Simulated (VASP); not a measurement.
NiO2: relaxation of cell and atoms with LDA

Crystal: NiO2.

```
Ni O
1.0
     2.81387    0.00000    0.00000
    -1.40694    2.43689    0.00000
     0.00000    0.00000    4.43202
Ni O
1 2
Direct
  0.00000 0.00000 0.50000
  0.66667 0.33333 0.71246
  0.33333 0.66667 0.28754
```

- Program: VASP 6.6.1
- Task: relaxation of cell and atoms
- Functional: LDA
- Potentials or basis: VASP PAW LDA potentials, release 64 (Ni, O)
- Cutoff: 600 eV
- k mesh: 12 × 12 × 6
- Occupations: gaussian, width 0.02 eV
- Spin: no spin polarisation
- Dipole correction: no
- Further INCAR settings: ALGO = Normal; EDIFF = 1e-06; IBRION = 2; EDIFFG = -0.005; NSW = 70; ISIF = 3

The relaxed volume is 9.16 Å³/atom and the relaxed cell is a = 2.768 Å, b = 2.768 Å, c = 4.141 Å, α = 90.00°, β = 90.00°, γ = 120.00°. The space group after relaxing (to 0.05 Å) is P-3m1 (No. 164), the energy gained by relaxing is 24.6 meV/atom and the ionic steps are 16. The pressure after relaxing is -0.1 GPa. The band gap on the k mesh is 0.70 eV, indirect (least direct gap 0.95 eV).

The path:
| step | energy change (eV) | largest force (eV/Å) | pressure (GPa) | volume (Å³) |
| --- | --- | --- | --- | --- |
| 1 | 0.0000 | 0.7375 | -11.71 | 30.39 |
| 2 | 0.0898 | 1.6606 | 21.82 | 27.25 |
| 3 | -0.0627 | 0.0960 | -0.64 | 29.09 |
| 4 | -0.0627 | 0.1145 | -0.42 | 29.07 |
| 5 | -0.0639 | 0.0797 | -0.25 | 28.95 |
| 6 | -0.0650 | 0.0363 | -0.12 | 28.81 |
| 7 | -0.0654 | 0.0493 | 0.04 | 28.53 |
| 8 | -0.0655 | 0.0186 | -0.14 | 28.63 |
| 9 | -0.0665 | 0.0158 | 0.06 | 28.54 |
| 10 | -0.0685 | 0.0046 | 0.09 | 28.34 |
| 11 | -0.0716 | 0.0180 | 0.41 | 27.93 |
| 12 | -0.0728 | 0.0653 | 1.43 | 27.12 |
| 13 | -0.0733 | 0.0510 | 0.95 | 27.44 |
| 14 | -0.0709 | 0.1833 | -2.71 | 27.58 |
| 15 | -0.0737 | 0.0144 | -0.02 | 27.48 |
| 16 | -0.0737 | 0.0015 | -0.05 | 27.48 |

Final structure:
```yaml
crystal:
  lattice:
    - [2.76783, 0.00000, 0.00000]
    - [-1.38392, 2.39701, 0.00000]
    - [0.00000, 0.00000, 4.14127]
  atoms:
    - { symbol: Ni, position: [0.00000, 0.00000, 0.50000] }
    - { symbol: O, position: [0.66667, 0.33333, 0.72229] }
    - { symbol: O, position: [0.33333, 0.66667, 0.27771] }
```

Levels at points of the mesh, in eV from the valence-band top:
```
           k point  band 9  band 10  band 11  band 12  band 13  band 14
(0.00, 0.00, 0.00)   -1.32    -0.61    -0.55     2.05     2.05     8.11
(0.50, 0.00, 0.00)   -2.03    -1.93    -1.20     1.37     2.10    12.69
(0.00, 0.00, 0.50)   -1.44    -1.44    -0.10     2.17     2.17    10.31
(0.50, 0.00, 0.50)   -1.97    -1.52    -1.36     1.43     1.87    11.49
```

It took 2.6 min on 1 thread of Intel(R) Xeon(R) 6975P-C (Granite Rapids), with other jobs on the host, peak memory 0.19 GiB.

A k mesh can miss the band edges. Spin polarisation is off, so any magnetic state and its effect on volume and gap are missing.
